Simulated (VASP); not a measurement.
Wanted: the native input for a VASP 6.6.1 run.

```
Task                   : single point
Functional             : PBE
Potentials or basis    : VASP PAW PBE potentials, release 64 (Hf_pv, H)
Cutoff                 : 520 eV
k mesh                 : 6 × 6 × 2
Occupations            : gaussian, width 0.2 eV
Spin                   : no spin polarisation
Dipole correction      : no
Further INCAR settings : ALGO = Normal; EDIFF = 1e-06; NBANDS = 35
```

The structure of Hf5H2 lies in POSCAR:

```
Hf5H2
1.0
    3.1985821224      0.0000000000      0.0000000000
   -1.5992910612      2.7700533741      0.0000000000
    0.0000000000      0.0000000000     13.3264783183
Hf H
5 2
Direct
    0.6666666667      0.3333333333      0.3874207677
    0.3333333333      0.6666666667      0.6125792323
    0.0000000000      0.0000000000      0.0000000000
    0.6666666667      0.3333333333      0.8065955583
    0.3333333333      0.6666666667      0.1934044417
    0.6666666667      0.3333333333      0.5452995650
    0.3333333333      0.6666666667      0.4547004350
```

One way to write it, as run:

INCAR

```
SYSTEM = Hf5H2
PREC = Accurate ; ENCUT = 520
EDIFF = 1E-6 ; ISMEAR = 0
SIGMA = 0.2 ; LREAL = .False.
LASPH = .True. ; NELM = 60
ALGO = Normal ; ISIF = 2
LWAVE = .False. ; LCHARG = .False.
GGA = PE ; NBANDS = 35
```

KPOINTS

```
regular mesh
0
Gamma
  6 6 2
  0 0 0
```

Potentials or basis: VASP PAW PBE potentials, release 64 (Hf_pv, H).

Command:

```bash
$ cat potpaw_PBE.64/Hf_pv/POTCAR potpaw_PBE.64/H/POTCAR > POTCAR
$ mpirun -np 1 vasp_std > vasp.out
```

Results of the run:

```
Pressure               : -0.7 GPa
Largest force          : 0.062 eV/Å
Band gap on the k mesh : zero (bands 26 and 27 overlap by 1.83 eV)
```

Caveat: the k points lie up to 0.38 Å⁻¹ apart, too coarse for converged energies and pressures of a metal; spin-orbit coupling is left out, which moves the levels of the heavy elements.

It took 78 s on 1 thread of Intel(R) Xeon(R) Platinum 8124M CPU @ 3.00GHz (Skylake/Cascade Lake), on a shared host, peak memory 0.24 GiB.
